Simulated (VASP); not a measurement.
# TiN (Osbornite) (Fm-3m) in VASP: notebook, part 2 of 2

VASP 6.6.1. Earlier steps stand in the parts before.

## (4) Relaxation of cell and atoms, PBEsol, target pressure 2 GPa, at which the enthalpy is minimised

File INCAR:

```
PREC = Accurate ; ENCUT = 600
EDIFF = 1E-7 ; ISMEAR = 1
SIGMA = 0.2 ; LREAL = False
LASPH = True ; NELM = 80
ALGO = Normal ; ISIF = 3
LWAVE = False ; LCHARG = False
GGA = PS ; IBRION = 2
NSW = 80 ; EDIFFG = -0.01
PSTRESS = 20.0
```

File KPOINTS:

```
regular mesh
0
Gamma
  9 9 9
```

File POSCAR:

```
TiN
1.0
    0.0000000000      2.1190000000      2.1190000000
    2.1190000000      0.0000000000      2.1190000000
    2.1190000000      2.1190000000      0.0000000000
Ti N
1 1
Direct
    0.0000000000      0.0000000000      0.0000000000
    0.5000000000      0.5000000000      0.5000000000
```

Potentials or basis: VASP PAW PBE potentials, release 64 (Ti_sv, N).

Command:

```bash
cat potpaw_PBE.64/Ti_sv/POTCAR potpaw_PBE.64/N/POTCAR > POTCAR
mpirun -np 1 vasp_std > vasp.out
```

OUTCAR:

```text
PREC = Accurate
   ENCUT = 600
   EDIFF = 1E-7
   ISMEAR = 1
   LREAL = False
   LASPH = True
   NELM = 80
   ISIF = 3
   GGA = PS
   IBRION = 2
   NSW = 80
   EDIFFG = -0.01
   PSTRESS = 20.0

 ion  position               nearest neighbor table
   1  0.000  0.000  0.000-   2 2.12   2 2.12   2 2.12   2 2.12   2 2.12   2 2.12
   2  0.500  0.500  0.500-   1 2.12   1 2.12   1 2.12   1 2.12   1 2.12   1 2.12

  LATTYP: Found a face centered cubic cell.
 ALAT       =     4.2380000000

  Lattice vectors:

 A1 = (   0.0000000000,   2.1190000000,   2.1190000000)
 A2 = (   2.1190000000,   0.0000000000,   2.1190000000)
 A3 = (   2.1190000000,   2.1190000000,   0.0000000000)

Analysis of symmetry for initial positions (statically):
=====================================================================
 Subroutine PRICEL returns:
 Original cell was already a primitive cell.

 Routine SETGRP: Setting up the symmetry group for a
 face centered cubic supercell.

 Subroutine GETGRP returns: Found 48 space group operations
 (whereof 48 operations were pure point group operations)
 out of a pool of 48 trial point group operations.

The static configuration has the point symmetry O_h .

Analysis of symmetry for dynamics (positions and initial velocities):
=====================================================================
 Subroutine PRICEL returns:
 Original cell was already a primitive cell.

 Routine SETGRP: Setting up the symmetry group for a
 face centered cubic supercell.

 Subroutine GETGRP returns: Found 48 space group operations
 (whereof 48 operations were pure point group operations)
 out of a pool of 48 trial point group operations.

The dynamic configuration has the point symmetry O_h .

 Subroutine INISYM returns: Found 48 space group operations
 (whereof 48 operations are pure point group operations),
 and found     1 'primitive' translations

----------------------------------------------------------------------------------------

                                     Primitive cell

  volume of cell :      19.0293

  direct lattice vectors                    reciprocal lattice vectors
     0.000000000  2.119000000  2.119000000    -0.235960359  0.235960359  0.235960359
     2.119000000  0.000000000  2.119000000     0.235960359 -0.235960359  0.235960359
     2.119000000  2.119000000  0.000000000     0.235960359  0.235960359 -0.235960359

  length of vectors
     2.996718539  2.996718539  2.996718539     0.408695330  0.408695330  0.408695330

  position of ions in fractional coordinates (direct lattice)
     0.000000000  0.000000000  0.000000000
     0.500000000  0.500000000  0.500000000

  ion indices of the primitive-cell ions
   primitive index   ion index
                 1           1
                 2           2

----------------------------------------------------------------------------------------

 KPOINTS: regular mesh

Automatic generation of k-mesh.
 Grid dimensions read from file:
 generate k-points for:    9    9    9

 Generating k-lattice:

  Cartesian coordinates                     Fractional coordinates (reciprocal lattice)
    -0.026217818  0.026217818  0.026217818     0.111111111  0.000000000  0.000000000
[... 44 lines left out ...]
   dimension x,y,z NGX =    24 NGY =   24 NGZ =   24
   dimension x,y,z NGXF=    48 NGYF=   48 NGZF=   48
   ions per type =               1   1
   NGX,Y,Z   is equivalent  to a cutoff of  13.31, 13.31, 13.31 a.u.
   NGXF,Y,Z  is equivalent  to a cutoff of  26.63, 26.63, 26.63 a.u.
 SYSTEM =  unknown system
   PREC   = accura    normal or accurate (medium, high low for compatibility)
   ISTART =      0    job   : 0-new  1-cont  2-samecut
   ICHARG =      2    charge: 1-file 2-atom 10-const
   ISPIN  =      1    spin polarized calculation?
   LNONCOLLINEAR =      F non collinear calculations
   LSORBIT =      F    spin-orbit coupling
   LASPH  =      T    aspherical Exc in radial PAW
   ENCUT  =  600.0 eV  44.10 Ry    6.64 a.u.   5.99  5.99  5.99*2*pi/ulx,y,z
   NELM   =     80;   NELMIN=  2; NELMDL= -5     # of ELM steps
   EDIFF  = 0.1E-06   stopping-criterion for ELM
   LREAL  =      F    real-space projection
   EDIFFG = -.1E-01   stopping-criterion for IOM
   NSW    =     80    number of steps for IOM
   IBRION =      2    ionic relax: 0-MD 1-quasi-New 2-CG
   NFREE  =      1    steps in history (QN), initial steepest desc. (CG)
   ISIF   =      3    stress and relaxation
   ISYM   =      2    0-nonsym 1-usesym 2-fastsym
   POTIM  = 0.5000    time-step for ionic-motion
   TEBEG  =    0.0;   TEEND  =   0.0 temperature during run
   PSTRESS=   20.0 pullay stress
   NELECT =      17.0000    total number of electrons
   NUPDOWN=      -1.0000    fix difference up-down
   EMIN   =  10.00;   EMAX   =-10.00  energy-range for DOS
   EFERMI =   0.00;   METHOD = LEGACY
   ISMEAR =     1;   SIGMA  =   0.20  broadening in eV -4-tet -1-fermi 0-gaus
   EFERMI_NEDOS =   21; number of points for ismear=-14 and -15
   IALGO  =     38    algorithm
   IMIX   =      4    mixing-type and parameters
     AMIX     =   0.40;   BMIX     =  1.00
     AMIX_MAG =   1.60;   BMIX_MAG =  1.00
  volume/ion in A,a.u.               =       9.51        64.21
  Fermi-wavevector in a.u.,A,eV,Ry     =   1.576704  2.979539 33.824024  2.485996
  Thomas-Fermi vector in A             =   2.677497
   LORBIT       =      0    0 simple, 1 ext, 2 COOP (PROOUT), +10 PAW based schemes
   GGA     = PS    functional components
   LHFCALC =     F    Hartree Fock is set to
   AEXX    =    0.0000 exact exchange contribution
   IVDW    =     0    specifies the selected vdW correction
   LEPSILON=     F    determine dielectric tensor
   LRPA    =     F    only Hartree local field effects (RPA)
 conjugate gradient relaxation of ions
 non-spin polarized calculation
 Methfessel and Paxton  Order N= 1 SIGMA  =   0.20
  energy-cutoff  :      600.00
  volume of cell :       19.03
 maximum number of plane-waves:       650
   NGX = 11   NGY = 11   NGZ = 11

--------------------------------------- Ionic step        1  -------------------------------------------

 number of electron      17.0000001 magnetization

 Free energy of the ion-electron system (eV)
  ---------------------------------------------------
  ext. energy  EPLUGINS =         0.00000000
  ---------------------------------------------------
  free energy    TOTEN  =       -20.77927761 eV

  energy without entropy =      -20.77926419  energy(sigma->0) =      -20.77927313

------------------------ aborting loop because EDIFF is reached ----------------------------------------

  FORCE on cell =-STRESS in cart. coord.  units (eV):
  Direction    XX          YY          ZZ          XY          YZ          ZX
  --------------------------------------------------------------------------------------
  -------------------------------------------------------------------------------------
  Total       -0.7846154     -0.7846154     -0.7846154     -0.0000000     -0.0000000      0.0000000
  in kB      -66.0609056    -66.0609056    -66.0609056     -0.0000000     -0.0000000      0.0000000
  external PRESSURE =     -86.0609056 kB  Pullay stress =      20.0000000 kB
[... 63 lines left out ...]
--------------------------------------- Ionic step        3  -------------------------------------------

 number of electron      16.9999998 magnetization

 Free energy of the ion-electron system (eV)
  ---------------------------------------------------
  ext. energy  EPLUGINS =         0.00000000
  ---------------------------------------------------
  free energy    TOTEN  =       -20.78780082 eV

  energy without entropy =      -20.78784552  energy(sigma->0) =      -20.78781572

 E-fermi :  11.6627     XC(G=0): -13.4015

 val. band max:       11.6383340408   @ k =   0.1111   0.0000   0.0000
 cond. band min:      11.7505724436   @ k =   0.4444   0.2222   0.1111
 fundamental gap:      0.1122384028
 Fermi energy:        11.6626721030

 k-point     1 :       0.0000    0.0000    0.0000
  band No.  band energies     occupation
      1     -45.8223      2.00000
      2     -21.8769      2.00000
      3     -21.8769      2.00000
      4     -21.8769      2.00000
      5      -5.4856      2.00000
      6       9.6935      2.00000
      7       9.6935      2.00000
      8       9.6935      2.00000
      9      11.0841      2.00034
     10      11.0841      2.00034
     11      11.0841      2.00034
     12      12.3442     -0.00002
[... 331 lines left out ...]
 k-point    24 :       0.4444    0.4444    0.0000
  band No.  band energies     occupation
      1     -45.6753      2.00000
      2     -22.4738      2.00000
      3     -22.1041      2.00000
      4     -22.1041      2.00000
      5      -4.0270      2.00000
      6       5.7078      2.00000
      7       8.4664      2.00000
      8       8.4664      2.00000
      9       8.5516      2.00000
     10      13.4362     -0.00000
     11      14.2945     -0.00000
     12      14.2945     -0.00000

 [... further k-points ...]
[... 5 lines left out ...]
  --------------------------------------------------------------------------------------
  -------------------------------------------------------------------------------------
  Total        0.2219720      0.2219720      0.2219720     -0.0000000      0.0000000      0.0000000
  in kB       19.2478692     19.2478692     19.2478692     -0.0000000      0.0000000      0.0000000
  external PRESSURE =      -0.7521308 kB  Pullay stress =      20.0000000 kB
[... 21 lines left out ...]
  energy  without entropy=      -20.7878455243  energy(sigma->0) =      -20.78781572

  enthalpy is  TOTEN    =       -20.5571550531 eV   P V=        0.2306457624

 reached required accuracy - stopping structural energy minimisation
```

It took 86 s on 1 thread of AMD EPYC 7R13, shared host; peak memory 0.12 GiB.

Results:

* Free energy: -20.7878 eV
* Relaxed volume: 9.24 Å³/atom
* Relaxed cell: a = 2.967 Å, b = 2.967 Å, c = 2.967 Å, α = 60.00°, β = 60.00°, γ = 60.00°
* Space group after relaxing (to 0.05 Å): Fm-3m (No. 225)
* Energy change on relaxing (the enthalpy is what falls): -4.3 meV/atom
* Ionic steps: 3
* Pressure after relaxing: 1.9 GPa

Step by step:
```tsv
step	energy change (eV)	largest force (eV/Å)	pressure (GPa)	volume (Å³)
1	0.0000	0.0000	-6.61	19.03
2	0.0389	0.0000	17.25	17.66
3	-0.0085	0.0000	1.92	18.48
```

Final structure:
```xyz
2
Lattice="0.0000 2.0983 2.0983 2.0983 0.0000 2.0983 2.0983 2.0983 0.0000" Properties=species:S:1:pos:R:3 pbc="T T T"
Ti    0.0000    0.0000    0.0000
N     2.0983    2.0983    2.0983
```

Caveat: the cell is relaxed towards a set pressure, so the enthalpy falls and the energy may rise; the PAW data sets were made with another functional, which shifts forces and pressure a little.

## (5) Relaxation of cell and atoms, PBEsol, target pressure 5 GPa, at which the enthalpy is minimised

File INCAR:

```
ALGO = Normal
EDIFF = 1E-6
EDIFFG = -0.01
ENCUT = 600
GGA = PS
IBRION = 2
ISIF = 3
ISMEAR = 1
LASPH = True
LCHARG = False
LREAL = False
LWAVE = False
NELM = 60
NSW = 80
PREC = Accurate
PSTRESS = 50.0
SIGMA = 0.2
```

File KPOINTS:

```
k-points
0
Gamma
  9 9 9
```

POSCAR is that of step 4.

Command:

```bash
cat potpaw_PBE.64/Ti_sv/POTCAR potpaw_PBE.64/N/POTCAR > POTCAR
mpirun -np 1 vasp_std > vasp.out
```

Run time: 91 s. Hardware: 1 thread of AMD EPYC 7R13, shared host; peak memory 0.12 GiB.

It converged, with:

* Free energy: -20.7839 eV
* Relaxed volume: 9.15 Å³/atom
* Relaxed cell: a = 2.958 Å, b = 2.958 Å, c = 2.958 Å, α = 60.00°, β = 60.00°, γ = 60.00°
* Space group after relaxing (to 0.05 Å): Fm-3m (No. 225)
* Energy change on relaxing (the enthalpy is what falls): -2.3 meV/atom
* Ionic steps: 4
* Pressure after relaxing: 5.0 GPa

The path:
| step | energy change (eV) | largest force (eV/Å) | pressure (GPa) | volume (Å³) |
| --- | --- | --- | --- | --- |
| 1 | 0.0000 | 0.0000 | -6.68 | 19.03 |
| 2 | 0.1052 | 0.0000 | 27.86 | 17.18 |
| 3 | -0.0050 | 0.0000 | 4.80 | 18.31 |
| 4 | -0.0046 | 0.0000 | 4.96 | 18.29 |

Final structure:
```
Ti N
1.0
     0.00000    2.09133    2.09133
     2.09133    0.00000    2.09133
     2.09133    2.09133    0.00000
Ti N
1 1
Direct
  0.00000 0.00000 0.00000
  0.50000 0.50000 0.50000
```

Levels at points of the mesh, in eV from the Fermi level:
| k point | band 5 | band 6 | band 7 | band 8 | band 9 | band 10 | band 11 | band 12 |
| --- | --- | --- | --- | --- | --- | --- | --- | --- |
| (0.00, 0.00, 0.00) | -17.21 | -1.98 | -1.98 | -1.98 | -0.59 | -0.59 | -0.59 | 0.69 |

Caveat: the cell is relaxed towards a set pressure, so the enthalpy falls and the energy may rise; the PAW data sets were made with another functional, which shifts forces and pressure a little.

## (6) Relaxation of cell and atoms, PBEsol, target pressure 10 GPa, at which the enthalpy is minimised

File INCAR:

```
ALGO = Normal
EDIFF = 1E-7
EDIFFG = -0.01
ENCUT = 600
GGA = PS
IBRION = 2
ISIF = 3
ISMEAR = 1
LASPH = T
LCHARG = F
LREAL = F
LWAVE = F
NELM = 100
NSW = 80
PREC = Accurate
PSTRESS = 100.0
SIGMA = 0.2
```

KPOINTS is that of step 5.

POSCAR is that of step 5.

Potentials or basis: VASP PAW PBE potentials, release 64 (Ti_sv, N).

Command:

```bash
cat potpaw_PBE.64/Ti_sv/POTCAR potpaw_PBE.64/N/POTCAR > POTCAR
mpirun -np 1 vasp_std > vasp.out
```

Wall time 1.8 min (1 thread of AMD EPYC 7R13, shared host); peak memory 0.12 GiB.

Results (log left out):

| Quantity | Value |
| --- | --- |
| Free energy | -20.7713 eV |
| Relaxed volume | 9.01 Å³/atom |
| Relaxed cell | a = 2.943 Å, b = 2.943 Å, c = 2.943 Å, α = 60.00°, β = 60.00°, γ = 60.00° |
| Space group after relaxing (to 0.05 Å) | Fm-3m (No. 225) |
| Energy change on relaxing (the enthalpy is what falls) | +4.0 meV/atom |
| Ionic steps | 4 |
| Pressure after relaxing | 9.9 GPa |

Step by step:
| step | energy change (eV) | largest force (eV/Å) | pressure (GPa) | volume (Å³) |
| --- | --- | --- | --- | --- |
| 1 | 0.0000 | 0.0000 | -6.61 | 19.03 |
| 2 | 0.2787 | 0.0000 | 47.73 | 16.44 |
| 3 | 0.0066 | 0.0000 | 9.50 | 18.05 |
| 4 | 0.0080 | 0.0000 | 9.92 | 18.02 |

Final structure:
```
Ti N
1.0
     0.00000    2.08097    2.08097
     2.08097    0.00000    2.08097
     2.08097    2.08097    0.00000
Ti N
1 1
Direct
  0.00000 0.00000 0.00000
  0.50000 0.50000 0.50000
```

Levels at points of the mesh, in eV from the Fermi level:
```csv
k point,band 5,band 6,band 7,band 8,band 9,band 10,band 11,band 12
"(0.00, 0.00, 0.00)",-17.30,-2.00,-2.00,-2.00,-0.60,-0.60,-0.60,0.71
```

Caveat: the cell is relaxed towards a set pressure, so the enthalpy falls and the energy may rise; the PAW data sets were made with another functional, which shifts forces and pressure a little.

## (7) Summary

| cell | gap on the mesh (eV) | pressure (GPa) |
| --- | --- | --- |
| relaxed to -2 GPa | none | -2.0 |
| relaxed | none | 0.0 |
| relaxed to 2 GPa | none | 1.9 |
| relaxed to 5 GPa | none | 5.0 |
| relaxed to 10 GPa | none | 9.9 |

Alike in all rows: task relaxation of cell and atoms; level PBEsol; potentials or basis VASP PAW PBE potentials, release 64 (Ti_sv, N); no spin polarisation; k mesh 9 × 9 × 9; cutoff (eV) 600; smearing methfessel-paxton 0.2 eV.

Caveats: the PAW data sets were made with another functional, which shifts forces and pressure a little; the cell is relaxed towards a set pressure, so the enthalpy falls and the energy may rise (some runs).

Absolute energies hang on the potentials; compare differences alone.
